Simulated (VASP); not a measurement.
A run of VASP 6.6.1 is set up as follows.

File INCAR:

```
SYSTEM = YV
PREC = Accurate
ENCUT = 520
EDIFF = 1E-6
ISMEAR = 0
SIGMA = 0.1
LREAL = .FALSE.
LASPH = .TRUE.
NELM = 100
ALGO = Normal
ISIF = 2
LWAVE = .FALSE.
LCHARG = .FALSE.
GGA = PE
NBANDS = 19
```

Contents of KPOINTS:

```
Automatic mesh
0
G
  14 14 10
  0 0 0
```

File POSCAR:

```
YV
1.0
    3.6152368082      0.0000000000      0.0000000000
    0.0000000000      3.6152368082      0.0000000000
    0.0000000000      0.0000000000      3.6164416475
V Y
1 1
Direct
    0.0000000000      0.0000000000      0.0000000000
    0.5000000000      0.5000000000      0.5000000000
```

Potentials or basis: VASP PAW PBE potentials, release 64 (V_sv, Y_sv).

Command:

```console
$ cat potpaw_PBE.64/V_sv/POTCAR potpaw_PBE.64/Y_sv/POTCAR > POTCAR
$ mpirun -np 1 vasp_std > vasp.out
```

(1) Estimate the pressure.

(2) Estimate the band gap on the k mesh.

Results:

(1) -5.4 GPa.

(2) zero (band 12 reaches 5.15 eV, above the bottom of band 13 at 4.31 eV).
